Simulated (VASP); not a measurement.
## Re: single point with PBEsol

The system is Re.

```
CELL_PARAMETERS angstrom
4.22238 0.00000 0.00000
-2.11119 3.65669 0.00000
0.00000 0.00000 2.64328
ATOMIC_POSITIONS crystal
Re 0.00000 0.00000 0.00000
Re 0.33333 0.66667 0.50000
Re 0.66667 0.33333 0.50000
```

This isn't the form of Re at room conditions, which is hcp.

| Property | Result |
| --- | --- |
| Program | VASP 6.6.1 |
| Task | single point |
| Functional | PBEsol |
| Potentials or basis | VASP PAW PBE potentials, release 64 (Re) |
| Cutoff | 520 eV |
| k mesh | 10 × 10 × 13 |
| Occupations | fermi-dirac, width 0.1 eV |
| Spin | no spin polarisation |
| Dipole correction | no |
| Further INCAR settings | ALGO = Normal; EDIFF = 1e-07; NBANDS = 18 |

| Quantity | Value |
| --- | --- |
| Pressure | 38.0 GPa |
| Band gap on the k mesh | zero (an odd number of electrons rules out a gap without spin polarisation) |

Stress tensor (GPa, compression positive):
```
39.00  0.00  0.00
 0.00 39.00  0.00
 0.00  0.00 35.91
```

Levels at points of the mesh, in eV from the Fermi level:
| k point | band 7 | band 8 | band 9 | band 10 | band 11 | band 12 | band 13 | band 14 | band 15 | band 16 |
| --- | --- | --- | --- | --- | --- | --- | --- | --- | --- | --- |
| (0.00, 0.00, 0.00) | -3.12 | -2.18 | -0.96 | -0.96 | -0.03 | -0.03 | 0.04 | 0.04 | 5.00 | 5.00 |
| (0.50, 0.00, 0.00) | -2.87 | -2.03 | -1.75 | 0.32 | 0.35 | 1.24 | 2.36 | 3.48 | 3.51 | 3.58 |

Run time: 93 s on 1 thread of Intel Xeon 8259CL, on a shared host, peak memory 0.2 GiB.

Caveat: the cell stands under pressure; the PAW data sets were made with another functional, which shifts forces and pressure a little; spin-orbit coupling is left out, which moves the levels of the heavy elements.
